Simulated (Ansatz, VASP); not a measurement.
Ba in VASP and in Ansatz

File INCAR:

```
PREC = Accurate
ENCUT = 520
EDIFF = 1E-7
ISMEAR = -1
SIGMA = 0.1
LREAL = False
LASPH = True
NELM = 60
ALGO = Normal
ISIF = 2
LWAVE = False
LCHARG = False
GGA = B5
ALDAX = 1.0
AGGAX = 1.0
AGGAC = 1.0
ALDAC = 0.0
NBANDS = 28
```

The input KPOINTS:

```
Automatic mesh
0
Gamma
  9 9 3
```

POSCAR

```
Ba
1.0
    4.4375467829      0.0000000000      0.0000000000
   -2.2187733915      3.8430282445      0.0000000000
    0.0000000000      0.0000000000     14.4842266423
Ba
4
Direct
    0.0000000000      1.0000000000      1.0000000000
    0.0000000000      1.0000000000      0.5000000000
    0.3333333333      0.6666666667      0.2500000000
    0.6666666667      0.3333333333      0.7500000000
```

Input for Ansatz:

```yaml
crystal:
  lattice:
    - [4.4375467829, 0.0, 0.0]
    - [-2.2187733915, 3.8430282445, 0.0]
    - [0.0, 0.0, 14.4842266423]
  atoms:
    - { symbol: Ba, position: [0.0, 1.0, 1.0] }
    - { symbol: Ba, position: [0.0, 1.0, 0.5] }
    - { symbol: Ba, position: [0.3333333333, 0.6666666667, 0.25] }
    - { symbol: Ba, position: [0.6666666667, 0.3333333333, 0.75] }
hamiltonian:
  xc: blyp
  pseudopotentials:
    kind: paw
    azcp:
      Ba: "pseudopotentials/Ba.paw.azcp"
basis:
  ecutwfc: 420
  fft_grid_basis: typed
kpoints:
  mp_grid: { grid: [9, 9, 3], shift: [0, 0, 0] }
magnetization:
  spin_polarized: false
scf:
  occupations: { method: fermi_dirac, width: 0.1 }
  lower_state_search: "off"
output:
  stress: true
```

Alike in both runs: task single point; functional BLYP; k mesh 9 × 9 × 3; occupations fermi-dirac, width 0.1 eV; no spin polarisation.

```csv
,VASP,Ansatz
version,VASP 6.6.1,Ansatz 0.2.0
potentials or method,"VASP PAW PBE potentials, release 64 (Ba_sv), cutoff 520 eV","plane waves (420 eV) with PAW, scalar-relativistic"
valence electrons in the cell,40,40
```

```csv
,VASP,Ansatz,Ansatz less VASP
pressure (GPa),0.8,0.8,-0.06
```

VASP's potentials were made for PBE, not for BLYP. With one functional, cell and mesh, what is left measures potentials, basis and numerics.

Spin-orbit coupling is off throughout.
